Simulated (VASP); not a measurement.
A run of VASP 6.6.1:

The input INCAR:

```
SYSTEM = Be3Se2S
ALGO = Normal
EDIFF = 1E-6
EDIFFG = -0.025
ENCUT = 600
GGA = PE
IBRION = 2
ISIF = 3
ISMEAR = 0
LASPH = .True.
LCHARG = .False.
LREAL = .False.
LWAVE = .False.
NELM = 100
NSW = 80
PREC = Accurate
SIGMA = 0.1
```

File KPOINTS:

```
k-points
0
Gamma
  4 4 4
  0 0 0
```

Contents of POSCAR:

```
Be3Se2S
1.0
   -3.5945061417      3.5327309406     -0.0224665542
    3.5727220343      3.5109468331      0.0155698910
    1.7569398209     -1.7590559831     -7.7036304079
Be Se S
6 4 2
Direct
    0.9902076879      0.2346696712      0.5092110476
    0.4932484609      0.7412717709      0.5023856676
    0.6707916433      0.2704536351      0.8434306522
    0.1880116645      0.7631859621      0.8411644179
    0.3221254237      0.2485818901      0.1503167607
    0.8176640401      0.7400946330      0.1551229976
    0.8522277402      0.4941468811      0.6649821575
    0.3404334272      1.0003851488      0.6703067556
    0.1573980389      0.5078158598      0.3290331717
    0.6645809335      1.0028507147      0.3351830394
    0.9818680019     -0.0169981205      0.9951294942
    0.5214429381      0.5135419539      1.0037338379
```

Potentials or basis: VASP PAW PBE potentials, release 64 (Be, Se, S).

Launch:

```console
$ cat potpaw_PBE.64/Be/POTCAR potpaw_PBE.64/Se/POTCAR potpaw_PBE.64/S/POTCAR > POTCAR
$ mpirun -np 1 vasp_std > vasp.out
```

Hardware: 1 thread of Intel(R) Xeon(R) 6975P-C (Granite Rapids) (shared host).

**Question.** Estimate the wall time of this run.

**Answer.** Run time: 21 min on 1 thread of Intel(R) Xeon(R) 6975P-C (Granite Rapids) (shared host), peak memory 0.49 GiB. Counts: scf iterations 97, k points 36, ion steps 14.
